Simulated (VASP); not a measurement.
Here is a VASP 6.6.1 calculation.

The input INCAR:

```
SYSTEM = La2O3
  PREC = Accurate
  ENCUT = 520
  EDIFF = 1E-7
  ISMEAR = -1
  SIGMA = 0.05
  LREAL = .False.
  LASPH = .True.
  NELM = 100
  ALGO = Normal
  ISIF = 2
  LWAVE = .False.
  LCHARG = .False.
  NBANDS = 28
```

The input KPOINTS:

```
regular mesh
0
Gamma
  4 4 6
  0 0 0
```

Contents of POSCAR:

```
La2O3
1.0
    6.2545907706      0.0000000000      0.0000000000
   -3.1272953853      5.4166344977      0.0000000000
    0.0000000000      0.0000000000      3.2315079389
La O
2 3
Direct
    0.6666666667      0.3333333333      0.5000000000
    0.3333333333      0.6666666667      0.5000000000
    0.5002274770      0.0000000000      0.0000000000
    0.0000000000      0.5002274770      0.0000000000
    0.4997725230      0.4997725230      0.0000000000
```

Potentials or basis: VASP PAW LDA potentials, release 64 (La, O).

Launch:

```console
$ cat potpaw_LDA.64/La/POTCAR potpaw_LDA.64/O/POTCAR > POTCAR
$ mpirun -np 1 vasp_std > vasp.out
```

Q: Predict the pressure.

A: -0.1 GPa.

Q: Estimate the band gap on the k mesh.

A: 1.20 eV, indirect (least direct gap 1.82 eV).

Caveat: spin-orbit coupling is left out, which moves the levels of the heavy elements. A k mesh can miss the band edges.
